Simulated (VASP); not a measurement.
Runs of VASP 6.6.1 on Cd. The structure is that of space group Fm-3m (No. 225), or close to it. The cells are those of the table. This isn't the form of Cd at room conditions, which is hcp.

```csv
task,cell,gap on the mesh (eV),pressure (GPa)
relaxation of cell and atoms,"relaxed from a = 3.125 Å, angles 60.0°, 1 atom",none,0.0
single point,"a = 2.986 Å, angles 60.0°, 1 atom",none,5.0
single point,"a = 3.047 Å, angles 60.0°, 1 atom",none,-0.1
single point,"a = 2.940 Å, angles 60.0°, 1 atom",none,(a)
```

Alike in all rows: level LDA; potentials or basis VASP PAW LDA potentials, release 64 (Cd_sv_GW); no spin polarisation; k mesh 9 × 9 × 9; cutoff (eV) 630; smearing fermi-dirac 0.05 eV.

Q: Estimate the missing entries.

A: (a) 10.1.

Caveats: the cell stands under pressure (at least some runs).

A k mesh can miss the band edges, and the runs leave out spin-orbit coupling on Cd.

A gap of «none» marks levels without a gap at the run's occupations.
